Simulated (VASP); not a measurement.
# Ga8O11 (P1) in VASP: single point with PBE

Aim: the single point of Ga8O11 with PBE.

Program: VASP 6.6.1. These are calculated values, not measurements. Logs are shortened: lines on timing, memory, paths and dates and some standing lists are left out, and cuts for length are marked.

## Step 1: The cell of the first run

The typed cell holds 19 atoms: a = 12.230 Å, b = 3.040 Å, c = 5.800 Å, α = 90.00°, β = 103.70°, γ = 90.00°.

## Step 2: Single point, PBE

INCAR

```
  PREC = Accurate
  ENCUT = 800
  EDIFF = 1E-6
  ISMEAR = 0
  SIGMA = 0.01
  LREAL = False
  LASPH = True
  NELM = 300
  ALGO = All
  ISIF = 2
  LWAVE = False
  LCHARG = True
  GGA = PE
  LELF = True
  LVHAR = True
  NBANDS = 100
  NELECT = 168.0
  GGA_COMPAT = False
  ISEARCH = 1
```

KPOINTS

```
Automatic mesh
0
Gamma
  1 1 1
```

POSCAR

```
Ga8O11
1.0
   12.2300000000      0.0000000000      0.0000000000
    0.0000000000      3.0400000000      0.0000000000
   -1.3736610000      0.0000000000      5.6349850000
Ga O
8 11
Direct
    0.0903510000      0.0065080000      0.7953270000
    0.5892660000      0.4871870000      0.8000410000
    0.9110400000      0.0131830000      0.2014380000
    0.4111770000      0.4934660000      0.2021330000
    0.3385550000      0.0137720000      0.6835290000
    0.8421940000      0.4973500000      0.6795820000
    0.6570550000      0.9932570000      0.3130610000
    0.1536570000      0.5068960000      0.3112880000
    0.1682830000      0.0355730000      0.1005510000
    0.6655320000      0.4986970000      0.0983200000
    0.8315270000      0.0044970000      0.9110230000
    0.3292810000      0.5118800000      0.9042510000
    0.4941520000      0.0217200000      0.2512490000
    0.5019520000      0.0023290000      0.7438160000
    0.0056540000      0.5012430000      0.7481390000
    0.8267400000      0.9907040000      0.4437120000
    0.3288620000      0.4961610000      0.4323620000
    0.1722980000      0.9927410000      0.5745000000
    0.6730910000      0.5150590000      0.5595420000
```

Potentials or basis: VASP PAW PBE potentials, release 64 (Ga_d, O).

Run with:

```
$ cat potpaw_PBE.64/Ga_d/POTCAR potpaw_PBE.64/O/POTCAR > POTCAR
$ mpirun -np 4 vasp_gam > vasp.out
```

OUTCAR:

```text
PREC = Accurate
   ENCUT = 800
   EDIFF = 1E-6
   ISMEAR = 0
   LREAL = False
   LASPH = True
   NELM = 300
   ISIF = 2
   GGA = PE
   NELECT = 168.0

 ion  position               nearest neighbor table
   1  0.090  0.007  0.795-   9 1.80  18 1.80  15 1.81  15 1.84
   2  0.589  0.487  0.800-  10 1.76  14 1.80  14 1.88  19 1.92
   3  0.911  0.013  0.201-  11 1.73  16 1.93
   4  0.411  0.493  0.202-  13 1.74  12 1.78  17 1.85  13 1.88
   5  0.339  0.014  0.684-  14 1.95  18 1.98  12 2.00  12 2.01  17 2.05  17 2.13
   6  0.842  0.497  0.680-  15 1.94  16 2.01  19 2.02  11 2.04  16 2.04  11 2.07
   7  0.657  0.993  0.313-  13 1.94  10 1.97  10 2.00  19 2.02  16 2.03  19 2.11
   8  0.154  0.507  0.311-   9 1.92   9 2.05  17 2.09  18 2.10  18 2.16
   9  0.168  0.036  0.101-   1 1.80   8 1.92   8 2.05
  10  0.666  0.499  0.098-   2 1.76   7 1.97   7 2.00
  11  0.832  0.004  0.911-   3 1.73   6 2.04   6 2.07
  12  0.329  0.512  0.904-   4 1.78   5 2.00   5 2.01
  13  0.494  0.022  0.251-   4 1.74   4 1.88   7 1.94
  14  0.502  0.002  0.744-   2 1.80   2 1.88   5 1.95
  15  0.006  0.501  0.748-   1 1.81   1 1.84   6 1.94
  16  0.827  0.991  0.444-   3 1.93   6 2.01   7 2.03   6 2.04
  17  0.329  0.496  0.432-   4 1.85   5 2.05   8 2.09   5 2.13
  18  0.172  0.993  0.575-   1 1.80   5 1.98   8 2.10   8 2.16
  19  0.673  0.515  0.560-   2 1.92   7 2.02   6 2.02   7 2.11

  LATTYP: Found a simple monoclinic cell.
 ALAT       =     5.8000000425
 B/A-ratio  =     0.5241379272
 C/A-ratio  =     2.1086206742
 COS(beta)  =    -0.2368381017

  Lattice vectors:

 A1 = (  -1.3736610000,   0.0000000000,   5.6349850000)
 A2 = (   0.0000000000,  -3.0400000000,   0.0000000000)
 A3 = (  12.2300000000,   0.0000000000,   0.0000000000)

Analysis of symmetry for initial positions (statically):
=====================================================================
 Subroutine PRICEL returns:
 Original cell was already a primitive cell.

 Routine SETGRP: Setting up the symmetry group for a
 simple monoclinic supercell.

 Subroutine GETGRP returns: Found  1 space group operations
 (whereof  1 operations were pure point group operations)
 out of a pool of  4 trial point group operations.

The static configuration has the point symmetry C_1 .

Analysis of symmetry for dynamics (positions and initial velocities):
=====================================================================
[... 124 lines left out ...]
   IBRION =     -1    ionic relax: 0-MD 1-quasi-New 2-CG
   NFREE  =      0    steps in history (QN), initial steepest desc. (CG)
   ISIF   =      2    stress and relaxation
   ISYM   =      2    0-nonsym 1-usesym 2-fastsym
   POTIM  = 0.5000    time-step for ionic-motion
   TEBEG  =    0.0;   TEEND  =   0.0 temperature during run
   PSTRESS=    0.0 pullay stress
   NELECT =     168.0000    total number of electrons
   NUPDOWN=      -1.0000    fix difference up-down
   EMIN   =  10.00;   EMAX   =-10.00  energy-range for DOS
   EFERMI =   0.00;   METHOD = LEGACY
   ISMEAR =     0;   SIGMA  =   0.01  broadening in eV -4-tet -1-fermi 0-gaus
   EFERMI_NEDOS =   21; number of points for ismear=-14 and -15
   IALGO  =     58    algorithm
   IMIX   =      4    mixing-type and parameters
     AMIX     =   0.40;   BMIX     =  1.00
     AMIX_MAG =   1.60;   BMIX_MAG =  1.00
  volume/ion in A,a.u.               =      11.03        74.41
  Fermi-wavevector in a.u.,A,eV,Ry     =   1.520946  2.874170 31.474021  2.313275
  Thomas-Fermi vector in A             =   2.629727
   LORBIT       =      0    0 simple, 1 ext, 2 COOP (PROOUT), +10 PAW based schemes
   GGA     = PE    functional components
   LHFCALC =     F    Hartree Fock is set to
   AEXX    =    0.0000 exact exchange contribution
   IVDW    =     0    specifies the selected vdW correction
   LEPSILON=     F    determine dielectric tensor
   LRPA    =     F    only Hartree local field effects (RPA)
 non-spin polarized calculation
 Gauss-broadening in eV      SIGMA  =   0.01
  energy-cutoff  :      800.00
  volume of cell :      209.50
 maximum number of plane-waves:      5347
 NGX is ok and might be reduce to   120
   NGX = 57   NGY = 15   NGZ = 27

 number of electron     168.0000013 magnetization

 Free energy of the ion-electron system (eV)
  ---------------------------------------------------
  ext. energy  EPLUGINS =         0.00000000
  ---------------------------------------------------
  free energy    TOTEN  =       -99.75899601 eV

  energy without entropy =      -99.74742819  energy(sigma->0) =      -99.75321210

 E-fermi :   3.7247     XC(G=0): -11.2428

 val. band max:        3.7212934758   @ k =   0.0000   0.0000   0.0000
 cond. band min:       3.7263220702   @ k =   0.0000   0.0000   0.0000
 fundamental gap:      0.0050285943
 Fermi energy:         3.7247315234

 k-point     1 :       0.0000    0.0000    0.0000
  band No.  band energies     occupation
      1     -14.9067      2.00000
      2     -14.5449      2.00000
      3     -14.4899      2.00000
      4     -14.0215      2.00000
      5     -13.9059      2.00000
      6     -13.6563      2.00000
[... 88 lines left out ...]
     95      11.9390      0.00000
     96      12.1357      0.00000
 [bands above 96 left out]

------------------------ aborting loop because EDIFF is reached ----------------------------------------

  FORCE on cell =-STRESS in cart. coord.  units (eV):
  Direction    XX          YY          ZZ          XY          YZ          ZX
  --------------------------------------------------------------------------------------
  -------------------------------------------------------------------------------------
  Total      -10.9415354     14.1676517     13.8004519     -1.4546996     -0.1267546      0.2483685
  in kB      -83.6750628    108.3466903    105.5385411    -11.1247717     -0.9693523      1.8993908
  external PRESSURE =      43.4033896 kB  Pullay stress =       0.0000000 kB

 VOLUME and BASIS-vectors are now :
 -----------------------------------------------------------------------------
  energy-cutoff  :      800.00
  volume of cell :      209.50
      direct lattice vectors                 reciprocal lattice vectors
    12.230000000  0.000000000  0.000000000     0.081766149  0.000000000  0.019932435
     0.000000000  3.040000000  0.000000000     0.000000000  0.328947368  0.000000000
    -1.373661000  0.000000000  5.634985000     0.000000000  0.000000000  0.177462762

 POSITION                                       TOTAL-FORCE (eV/Angst)
 -----------------------------------------------------------------------------------
      0.01248      0.01978      4.48166         0.935165     -0.344133      0.197820
      6.10774      1.48105      4.50822         1.481710      0.823322     -0.961977
     10.86531      0.04008      1.13510         0.078346     -0.041696      2.090206
      4.75103      1.50014      1.13902        -2.081746      1.948948      0.116991
      3.20159      0.04187      3.85168         0.013870     -0.109040      0.081364
      9.36652      1.51194      3.82943        -0.442532      0.010317      0.269962
[... 11 lines left out ...]
      1.31804      3.01793      3.23730         1.418921     -0.058427     -1.022051
      7.46328      1.56578      3.15301         0.574513     -0.096917      1.193482
 -----------------------------------------------------------------------------------
    total drift:                               -0.007215      0.000287      0.008945

  FREE ENERGIE OF THE ION-ELECTRON SYSTEM (eV)
  ---------------------------------------------------
  free  energy   TOTEN  =       -99.7589960146 eV

  energy  without entropy=      -99.7474279345  energy(sigma->0) =      -99.75321197
```

Run time: 5.6 min. Hardware: 4 MPI ranks of Intel Xeon 6975P-C (Granite Rapids), shared host; peak memory 0.21 GiB.

What came out:

```yaml
Free_energy: -99.7590 eV
Largest_force: 3.480 eV/Å
```

Forces in eV/Å, atoms in the order of the input:
```
Ga   0.935 -0.344  0.198
Ga   1.482  0.823 -0.962
Ga   0.078 -0.042  2.090
Ga  -2.082  1.949  0.117
Ga   0.014 -0.109  0.081
Ga  -0.443  0.010  0.270
Ga   0.334  0.137 -0.231
Ga   1.170  0.446  0.686
O   -0.245 -0.476  0.840
O    0.194  0.002  0.759
O   -0.293 -0.010 -1.168
O   -0.145  0.030 -1.000
O    2.662 -2.081  0.835
O   -1.790 -0.853 -0.525
O   -2.280  0.371 -0.874
O   -0.045  0.164 -1.208
O   -1.540  0.138 -0.079
O    1.419 -0.058 -1.022
O    0.575 -0.097  1.193
```

Caveat: the k points lie up to 2.07 Å⁻¹ apart, too coarse for converged energies, forces and pressures; the cell carries a net charge on a neutralising background, which shifts energy and pressure; the cell is charged against a uniform background, so pressure and absolute levels hang on convention; forces of over 1 eV/Å act on the atoms, so gaps and moduli don't describe the material at rest.
